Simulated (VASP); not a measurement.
# Ga2BSb3: single point with PBE

The system is Ga2BSb3.

```
CELL_PARAMETERS angstrom
5.10684 0.00000 0.00000
-2.55342 4.42266 0.00000
0.00000 0.00000 6.00865
ATOMIC_POSITIONS crystal
Ga 0.66667 0.33333 0.23548
Ga 0.66667 0.33333 0.76452
B 0.00000 0.00000 0.00000
Sb 0.00000 0.00000 0.50000
Sb 0.33333 0.66667 0.00000
Sb 0.33333 0.66667 0.50000
```

The cell was built from a structure type or drawn by symmetry, and may not be a known phase.

```json
{
 "Program": "VASP 6.6.1",
 "Task": "single point",
 "Functional": "PBE",
 "Potentials or basis": "VASP PAW PBE potentials, release 64 (Ga_d, B, Sb)",
 "Cutoff": "520 eV",
 "k mesh": "6 × 6 × 4",
 "Occupations": "gaussian, width 0.1 eV",
 "Spin": "no spin polarisation"
}
```

```
Pressure               : -0.1 GPa
Largest force          : 0.004 eV/Å
Band gap on the k mesh : zero (bands 22 and 23 overlap by 2.11 eV)
```

Forces on the atoms (eV/Å):
```
Ga   0.000  0.000 -0.004
Ga   0.000  0.000  0.004
B    0.000  0.000  0.000
Sb   0.000  0.000  0.000
Sb   0.000  0.000  0.000
Sb   0.000  0.000  0.000
```

Levels at points of the mesh, in eV from the Fermi level:
| k point | band 19 | band 20 | band 21 | band 22 | band 23 | band 24 | band 25 | band 26 |
| --- | --- | --- | --- | --- | --- | --- | --- | --- |
| (0.00, 0.00, 0.00) | -2.13 | -2.13 | -1.42 | -0.90 | -0.90 | -0.38 | 0.18 | 1.81 |
| (0.50, 0.00, 0.00) | -2.12 | -1.90 | -1.79 | 0.73 | 1.31 | 1.36 | 2.44 | 3.23 |
| (0.00, 0.00, 0.50) | -1.95 | -1.95 | -1.77 | -1.20 | -1.20 | -1.05 | -0.66 | -0.66 |
| (0.50, 0.00, 0.50) | -0.72 | -0.64 | 0.05 | 0.12 | 1.82 | 1.88 | 2.22 | 2.25 |

Run time: 110 s on 1 thread of Intel Xeon 8259CL (shared host), peak memory 0.31 GiB.

Caveat: spin-orbit coupling is left out, which moves the levels of the heavy elements.
